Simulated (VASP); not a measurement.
# Cu (P-1) in VASP: single point with r2SCAN

Aim: the single point of Cu with r2SCAN.

Everything below comes from runs of VASP 6.6.1. Logs are shortened: lines on timing, memory, paths and dates and some standing lists are left out, and cuts for length are marked.

### Step 1. The cell of the first run

The typed cell holds 2 atoms: a = 2.463 Å, b = 2.463 Å, c = 3.985 Å, α = 87.42°, β = 87.42°, γ = 72.00°.

### Step 2. Single point, r2SCAN

The input, POSCAR:

```
Cu
1.0
    1.4476911073     -1.4476911073     -1.3693140256
    1.4476911073      1.4476911073     -1.3693140256
    2.8953822146      0.0000000000      2.7386280511
Cu
2
Direct
    0.0825453967     -0.0741151424     -0.0840260744
    0.4174546033      0.5741151424      0.5840260744
```

The input, INCAR.step1:

```
ALGO = Normal
EDIFF = 1E-4
ENCUT = 520
GGA = PE
ISMEAR = 0
LASPH = True
LCHARG = False
LREAL = False
LWAVE = True
NBANDS = 18
NELM = 80
PREC = Accurate
SIGMA = 0.15
```

The input, INCAR.step2:

```
ALGO = Normal
EDIFF = 1E-6
ENCUT = 520
ISIF = 2
ISMEAR = 0
ISTART = 1
LASPH = True
LCHARG = False
LMIXTAU = True
LREAL = False
LWAVE = False
METAGGA = R2SCAN
NBANDS = 18
NELM = 80
PREC = Accurate
SIGMA = 0.15
```

The input, KPOINTS:

```
k-points
0
Gamma
  14 14 8
```

Potentials or basis: VASP PAW PBE potentials, release 64 (Cu).

The run is started by

```
> cat potpaw_PBE.64/Cu/POTCAR > POTCAR
> cp INCAR.step1 INCAR
> mpirun -np 1 vasp_std > vasp.out
> cp INCAR.step2 INCAR
> mpirun -np 1 vasp_std > vasp.out
```

OUTCAR:

```text
EDIFF = 1E-6
   ENCUT = 520
   ISIF = 2
   ISMEAR = 0
   ISTART = 1
   LASPH = True
   LREAL = False
   METAGGA = R2SCAN
   NELM = 80
   PREC = Accurate

 ion  position               nearest neighbor table
   1  0.083  0.926  0.916-   2 1.66   2 2.32   2 2.35   2 2.52
   2  0.417  0.574  0.584-   1 1.66   1 2.32   1 2.35   1 2.52

  LATTYP: Found a base centered monoclinic cell.
 ALAT       =     3.9853885346
 B/A-ratio  =     0.7264993587
 C/A-ratio  =     1.0000000000
 COS(beta)  =    -0.0556026365

  Lattice vectors:

 A1 = (  -1.4476911073,   1.4476911073,   1.3693140256)
 A2 = (  -1.4476911073,  -1.4476911073,   1.3693140256)
 A3 = (   2.8953822146,   0.0000000000,   2.7386280511)

Analysis of symmetry for initial positions (statically):
=====================================================================
 Subroutine PRICEL returns:
 Original cell was already a primitive cell.

 Routine SETGRP: Setting up the symmetry group for a
 base centered monoclinic supercell.

 Subroutine GETGRP returns: Found  2 space group operations
 (whereof  1 operations were pure point group operations)
 out of a pool of  4 trial point group operations.

The static configuration has the point symmetry C_1 .
 The point group associated with its full space group is S_2 .

Analysis of symmetry for dynamics (positions and initial velocities):
=====================================================================
 Subroutine PRICEL returns:
 Original cell was already a primitive cell.

 Routine SETGRP: Setting up the symmetry group for a
 base centered monoclinic supercell.

 Subroutine GETGRP returns: Found  2 space group operations
 (whereof  1 operations were pure point group operations)
 out of a pool of  4 trial point group operations.

The dynamic configuration has the point symmetry C_1 .
 The point group associated with its full space group is S_2 .

 Subroutine INISYM returns: Found  2 space group operations
 (whereof  1 operations are pure point group operations),
 and found     1 'primitive' translations

----------------------------------------------------------------------------------------

                                     Primitive cell

  volume of cell :      22.9586

  direct lattice vectors                    reciprocal lattice vectors
     1.447691107 -1.447691107 -1.369314026     0.172688772 -0.345377545 -0.182573168
     1.447691107  1.447691107 -1.369314026     0.172688772  0.345377545 -0.182573168
     2.895382215  0.000000000  2.738628051     0.172688772  0.000000000  0.182573168

  length of vectors
     2.463055011  2.463055011  3.985388534     0.427129983  0.427129983  0.251305340

  position of ions in fractional coordinates (direct lattice)
     0.082545397  0.925884858  0.915973926
     0.417454603  0.574115142  0.584026074

  ion indices of the primitive-cell ions
   primitive index   ion index
                 1           1
                 2           2

----------------------------------------------------------------------------------------

 KPOINTS: k-points

Automatic generation of k-mesh.
 Grid dimensions read from file:
 generate k-points for:   14   14    8

 Generating k-lattice:

  Cartesian coordinates                     Fractional coordinates (reciprocal lattice)
     0.012334912 -0.024669825 -0.013040941     0.071428571 -0.000000000  0.000000000
     0.012334912  0.024669825 -0.013040941    -0.000000000  0.071428571  0.000000000
     0.021586097  0.000000000  0.022821646     0.000000000  0.000000000  0.125000000

  Length of vectors
     0.030509284  0.030509284  0.031413167

  Shift w.r.t. Gamma in fractional coordinates (k-lattice)
     0.000000000  0.000000000  0.000000000

 Subroutine IBZKPT returns following result:
 ===========================================

 Found    788 irreducible k-points:

 Following reciprocal coordinates:
            Coordinates               Weight
  0.000000  0.000000  0.000000      1.000000
  0.071429 -0.000000 -0.000000      2.000000
  0.000000 -0.071429  0.000000      2.000000
  0.142857 -0.000000 -0.000000      2.000000
  0.000000 -0.142857  0.000000      2.000000
  0.214286  0.000000 -0.000000      2.000000
[... 16 lines left out ...]
  0.357143  0.071429 -0.000000      2.000000
 -0.071429 -0.357143  0.000000      2.000000
 [... further k-points ...]
   k-points           NKPTS =    788   k-points in BZ     NKDIM =    788   number of bands    NBANDS=     18
   number of dos      NEDOS =    301   number of ions     NIONS =      2
   total plane-waves  NPLWV =   9720
   dimension x,y,z NGX =    18 NGY =   18 NGZ =   30
   dimension x,y,z NGXF=    36 NGYF=   36 NGZF=   60
   ions per type =               2
   NGX,Y,Z   is equivalent  to a cutoff of  12.15, 12.15, 12.51 a.u.
   NGXF,Y,Z  is equivalent  to a cutoff of  24.30, 24.30, 25.03 a.u.
 SYSTEM =  unknown system
   PREC   = accura    normal or accurate (medium, high low for compatibility)
   ISTART =      1    job   : 0-new  1-cont  2-samecut
   ICHARG =      0    charge: 1-file 2-atom 10-const
   ISPIN  =      1    spin polarized calculation?
   LNONCOLLINEAR =      F non collinear calculations
   LSORBIT =      F    spin-orbit coupling
   LASPH  =      T    aspherical Exc in radial PAW
   ENCUT  =  520.0 eV  38.22 Ry    6.18 a.u.   4.58  4.58  7.41*2*pi/ulx,y,z
   NELM   =     80;   NELMIN=  2; NELMDL=  0     # of ELM steps
   EDIFF  = 0.1E-05   stopping-criterion for ELM
   LREAL  =      F    real-space projection
   EDIFFG = 0.1E-04   stopping-criterion for IOM
   NSW    =      0    number of steps for IOM
   IBRION =     -1    ionic relax: 0-MD 1-quasi-New 2-CG
   NFREE  =      0    steps in history (QN), initial steepest desc. (CG)
   ISIF   =      2    stress and relaxation
   ISYM   =      2    0-nonsym 1-usesym 2-fastsym
   POTIM  = 0.5000    time-step for ionic-motion
   TEBEG  =    0.0;   TEEND  =   0.0 temperature during run
   PSTRESS=    0.0 pullay stress
   NELECT =      22.0000    total number of electrons
   NUPDOWN=      -1.0000    fix difference up-down
   EMIN   =  10.00;   EMAX   =-10.00  energy-range for DOS
   EFERMI =   0.00;   METHOD = LEGACY
   ISMEAR =     0;   SIGMA  =   0.15  broadening in eV -4-tet -1-fermi 0-gaus
   EFERMI_NEDOS =   21; number of points for ismear=-14 and -15
   IALGO  =     38    algorithm
   IMIX   =      4    mixing-type and parameters
     AMIX     =   0.40;   BMIX     =  1.00
     AMIX_MAG =   1.60;   BMIX_MAG =  1.00
  volume/ion in A,a.u.               =      11.48        77.47
  Fermi-wavevector in a.u.,A,eV,Ry     =   1.613990  3.049998 35.442672  2.604963
  Thomas-Fermi vector in A             =   2.708971
   LORBIT       =      0    0 simple, 1 ext, 2 COOP (PROOUT), +10 PAW based schemes
   METAGGA = R2SCAN    functional components
   LHFCALC =     F    Hartree Fock is set to
   AEXX    =    0.0000 exact exchange contribution
   IVDW    =     0    specifies the selected vdW correction
   LEPSILON=     F    determine dielectric tensor
   LRPA    =     F    only Hartree local field effects (RPA)
 non-spin polarized calculation
 Gauss-broadening in eV      SIGMA  =   0.15
  energy-cutoff  :      520.00
  volume of cell :       22.96
 maximum number of plane-waves:       634
   NGX =  9   NGY =  9   NGZ = 15

 number of electron      22.0000017 magnetization

 Free energy of the ion-electron system (eV)
  ---------------------------------------------------
  ext. energy  EPLUGINS =         0.00000000
  ---------------------------------------------------
  free energy    TOTEN  =       -16.70249464 eV

  energy without entropy =      -16.69791796  energy(sigma->0) =      -16.70020630

 E-fermi :   8.0442     XC(G=0): -13.6018

 val. band max:        8.0413365867   @ k =   0.4286   0.4286   0.3750
 cond. band min:       8.0470484692   @ k =   0.5000   0.1429  -0.3750
 fundamental gap:      0.0057118825
 Fermi energy:         8.0441636675

 k-point     1 :       0.0000    0.0000    0.0000
  band No.  band energies     occupation
      1      -2.2049      2.00000
      2       1.1256      2.00000
      3       2.0745      2.00000
      4       2.1506      2.00000
      5       3.7477      2.00000
      6       4.2196      2.00000
[... 10 lines left out ...]
     17      31.2898      0.00000
     18      34.0553      0.00000

 k-point     2 :       0.0714   -0.0000   -0.0000
  band No.  band energies     occupation
      1      -2.0524      2.00000
      2       1.1934      2.00000
      3       2.0340      2.00000
      4       2.1949      2.00000
      5       3.7150      2.00000
      6       4.2445      2.00000
[... 10 lines left out ...]
     17      32.0697      0.00000
     18      33.2937      0.00000

 k-point     3 :       0.0000   -0.0714    0.0000
  band No.  band energies     occupation
      1      -2.0515      2.00000
      2       1.2077      2.00000
      3       2.0360      2.00000
      4       2.1964      2.00000
      5       3.7624      2.00000
      6       4.1724      2.00000
[... 10 lines left out ...]
     17      32.1678      0.00000
     18      33.4985      0.00000

 k-point     4 :       0.1429   -0.0000   -0.0000
  band No.  band energies     occupation
      1      -1.6055      2.00000
      2       1.3797      2.00000
      3       1.9809      2.00000
      4       2.2525      2.00000
      5       3.5967      2.00000
      6       4.3637      2.00000
[... 375 lines left out ...]
      4       2.4318      2.00000
      5       3.2624      2.00000
      6       4.5224      2.00000
[... 10 lines left out ...]
     17      27.3415      0.00000
     18      30.3325      0.00000

 k-point    23 :       0.3571    0.0714   -0.0000
  band No.  band energies     occupation
      1       0.6013      2.00000
      2       1.7630      2.00000
      3       2.2301      2.00000
      4       2.2955      2.00000
      5       3.1373      2.00000
      6       4.5133      2.00000
[... 10 lines left out ...]
     17      26.1077      0.00000
     18      29.8251      0.00000

 k-point    24 :      -0.0714   -0.3571    0.0000
  band No.  band energies     occupation
      1       0.6739      2.00000
      2       1.8693      2.00000
      3       2.2852      2.00000
      4       2.3581      2.00000
      5       3.2195      2.00000
      6       4.5573      2.00000
[... 10 lines left out ...]
     17      25.8605      0.00000
     18      30.1302      0.00000

 [... further k-points ...]
[... 5 lines left out ...]
  --------------------------------------------------------------------------------------
  -------------------------------------------------------------------------------------
  Total       12.3191149     13.0697786     11.1313146     10.6137107      9.1753242      8.5096655
  in kB      859.6966454    912.0821523    776.8053029    740.6840137    640.3053701    593.8519908
  external PRESSURE =     849.5280335 kB  Pullay stress =       0.0000000 kB

 VOLUME and BASIS-vectors are now :
 -----------------------------------------------------------------------------
  energy-cutoff  :      520.00
  volume of cell :       22.96
      direct lattice vectors                 reciprocal lattice vectors
     1.447691107 -1.447691107 -1.369314026     0.172688772 -0.345377545 -0.182573168
     1.447691107  1.447691107 -1.369314026     0.172688772  0.345377545 -0.182573168
     2.895382215  0.000000000  2.738628051     0.172688772  0.000000000  0.182573168

 POSITION                                       TOTAL-FORCE (eV/Angst)
 -----------------------------------------------------------------------------------
      4.11199      1.22090      1.12765        12.187110     10.747407     11.726304
      3.12647      0.22680      0.24166       -12.187110    -10.747407    -11.726304
 -----------------------------------------------------------------------------------
    total drift:                               -0.000000      0.000000     -0.000000

  FREE ENERGIE OF THE ION-ELECTRON SYSTEM (eV)
  ---------------------------------------------------
  free  energy   TOTEN  =       -16.7024946413 eV

  energy  without entropy=      -16.6979179639  energy(sigma->0) =      -16.70020630
```

Run time: 5.8 min. Hardware: 1 thread of Intel Xeon 6975P-C (Granite Rapids), shared host; peak memory 0.35 GiB.

What came out:

```
Free energy            : -16.7025 eV
Pressure               : 85.0 GPa
Largest force          : 20.038 eV/Å
Band gap on the k mesh : zero (bands 11 and 12 overlap by 4.81 eV)
```

Forces on the atoms (eV/Å):
```
Cu   12.187  10.747  11.726
Cu  -12.187 -10.747 -11.726
```

Levels at points of the mesh, in eV from the Fermi level:
```
           k point  band 9  band 10  band 11  band 12  band 13  band 14
(0.00, 0.00, 0.00)   -2.39    -1.98    -1.40     1.44     3.31    18.25
(0.50, 0.00, 0.00)   -2.01    -1.82    -1.08     1.03     7.30     8.13
(0.00, 0.50, 0.00)   -2.32    -1.92    -1.15     0.93     6.24     9.08
(0.50, 0.50, 0.00)   -1.65    -1.51    -0.67     4.94     9.02     9.45
(0.00, 0.00, 0.50)   -2.34    -1.96    -1.49    -1.33    11.85    17.35
(0.50, 0.00, 0.50)   -2.01    -1.55    -1.12     1.06     3.73     4.40
(0.00, 0.50, 0.50)   -1.96    -1.94    -0.76     0.56     3.31     5.04
(0.50, 0.50, 0.50)   -1.63    -1.61     1.43     5.74     5.80     7.30
```

Caveat: atoms lie so close that the PAW spheres overlap strongly, which falsifies energies and pressures; the stress differs along the axes, from 78 to 91 GPa; the PAW data sets were made with another functional, which shifts forces and pressure a little.
